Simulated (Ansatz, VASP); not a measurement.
# Bi in VASP and in Ansatz

```
Bi
1.0
    -1.96668    1.96668    1.69371
     1.96668   -1.96668    1.69371
     1.96668    1.96668   -1.69371
Bi
1
Direct
  0.00000 0.00000 0.00000
```

Alike in both runs: task single point; functional PBEsol; dispersion D3(BJ); k mesh 18 × 18 × 18; occupations gaussian, width 0.15 eV; no spin polarisation.

```csv
,VASP,Ansatz
version,VASP 6.6.1,Ansatz 0.2.0
potentials or method,"VASP PAW PBE potentials, release 64 (Bi_d), cutoff 520 eV","scalar-relativistic, plane waves, PAW"
valence electrons in the cell,15,15
```

Ansatz gave:

- gap on the k mesh at the Fermi level (eV): none
- pressure (GPa): 7.9
- traceless stress, the component that is largest in VASP (GPa): 1.71

Question: Which values does VASP return?

Answer: gap on the k mesh at the Fermi level (eV): none; pressure (GPa): 7.8; traceless stress, the component that is largest in VASP (GPa): 1.70.

VASP's potentials were made for PBE, not for PBEsol. A gap of «none» marks a metal or a gap that the smearing closes.

Neither program's run includes spin-orbit coupling.
